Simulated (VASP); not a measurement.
Crystal: RbGa3Te2.

```xyz
6
Lattice="6.5957 0.0000 0.0000 -3.2978 5.7120 0.0000 0.0000 0.0000 3.9426" Properties=species:S:1:pos:R:3 pbc="T T T"
Rb    0.0000    0.0000    0.0000
Ga    3.2978    0.0000    1.9713
Ga   -1.6489    2.8560    1.9713
Ga    1.6489    2.8560    1.9713
Te    3.2978    1.9040    0.0000
Te    0.0000    3.8080    0.0000
```

The cell was generated, and may not be a known phase.

| Property | Result |
| --- | --- |
| Program | VASP 6.6.1 |
| Task | relaxation of cell and atoms |
| Functional | PBE |
| Potentials or basis | VASP PAW PBE potentials, release 64 (Rb_sv, Ga_d, Te) |
| Cutoff | 600 eV |
| k mesh | 3 × 3 × 4 |
| Occupations | gaussian, width 0.1 eV |
| Spin | no spin polarisation |

At the start: pressure 11.9 GPa; volume 24.76 Å³/atom.

Q: Where does the relaxation end?

A: Over 16 steps the energy falls by 254.8 meV/atom and the volume is 31.12 Å³/atom (+25.7 %); space group P6/mmm (No. 191, to 0.1 Å) before and after.

The path:
| step | energy change (eV) | largest force (eV/Å) | pressure (GPa) | volume (Å³) |
| --- | --- | --- | --- | --- |
| 1 | 0.0000 | 0.0000 | 11.86 | 148.54 |
| 2 | -1.4309 | 0.0000 | 0.79 | 191.29 |
| 3 | -1.4523 | 0.0000 | 0.30 | 196.18 |
| 4 | -1.4481 | 0.0000 | -0.68 | 206.19 |
| 5 | -1.4589 | 0.0000 | -0.09 | 200.36 |
| 6 | -1.4586 | 0.0000 | -0.21 | 201.50 |
| 7 | -1.4657 | 0.0000 | -0.19 | 200.75 |
| 8 | -1.4819 | 0.0000 | -0.21 | 198.44 |
| 9 | -1.5037 | 0.0000 | -0.11 | 193.56 |
| 10 | -1.5109 | 0.0000 | 0.29 | 182.88 |
| 11 | -1.5176 | 0.0000 | -0.03 | 190.44 |
| 12 | -1.5280 | 0.0000 | 0.26 | 186.23 |
| 13 | -1.5269 | 0.0000 | 0.26 | 185.16 |
| 14 | -1.5280 | 0.0000 | 0.23 | 185.89 |
| 15 | -1.5124 | 0.0000 | -0.57 | 190.49 |
| 16 | -1.5289 | 0.0000 | 0.08 | 186.75 |

Final structure:
```
Rb Ga Te
1.0
     6.55665    0.00000    0.00000
    -3.27832    5.67822    0.00000
     0.00000    0.00000    5.01607
Rb Ga Te
1 3 2
Cartesian
  0.0000 0.0000 0.0000
  3.2783 0.0000 2.5080
  -1.6392 2.8391 2.5080
  1.6392 2.8391 2.5080
  3.2783 1.8927 0.0000
  0.0000 3.7855 0.0000
```

Caveat: the k points lie up to 0.37 Å⁻¹ apart in the final cell, too coarse for converged energies and pressures of a metal; the volume moved by over 15 % at a fixed basis, so the end points are rough.
